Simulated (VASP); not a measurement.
Crystal: Na.

```
Na
1.0
     3.81000    0.00000    0.00000
    -1.90500    3.29956    0.00000
     0.00000    0.00000    6.22173
Na
2
Direct
  0.33333 0.66667 0.25000
  0.66667 0.33333 0.75000
```

This isn't the form of Na at room conditions, which is bcc.

* Program: VASP 6.6.1
* Task: relaxation of cell and atoms
* Functional: PBEsol
* Potentials or basis: VASP PAW PBE potentials, release 64 (Na_pv)
* Cutoff: 600 eV
* k mesh: 6 × 6 × 4
* Occupations: methfessel-paxton, width 0.05 eV
* Spin: no spin polarisation

At the start: pressure -0.5 GPa; volume 39.11 Å³/atom.

How do energy, volume and symmetry change on relaxing?

Over 3 steps the energy falls by 7.1 meV/atom and the volume is 36.49 Å³/atom (-6.7 %); space group P6_3/mmc (No. 194, to 0.1 Å) before and after.

Step by step:
| step | energy change (eV) | largest force (eV/Å) | pressure (GPa) | volume (Å³) |
| --- | --- | --- | --- | --- |
| 1 | 0.0000 | 0.0000 | -0.48 | 78.22 |
| 2 | -0.0056 | 0.0000 | -0.41 | 76.89 |
| 3 | -0.0141 | 0.0000 | -0.04 | 72.98 |

Final structure:
```xyz
2
Lattice="3.7667 0.0000 0.0000 -1.8833 3.2620 0.0000 0.0000 0.0000 5.9400" Properties=species:S:1:pos:R:3 pbc="T T T"
Na    0.0000    2.1747    1.4850
Na    1.8833    1.0873    4.4550
```

Caveat: the PAW data sets were made with another functional, which shifts forces and pressure a little.
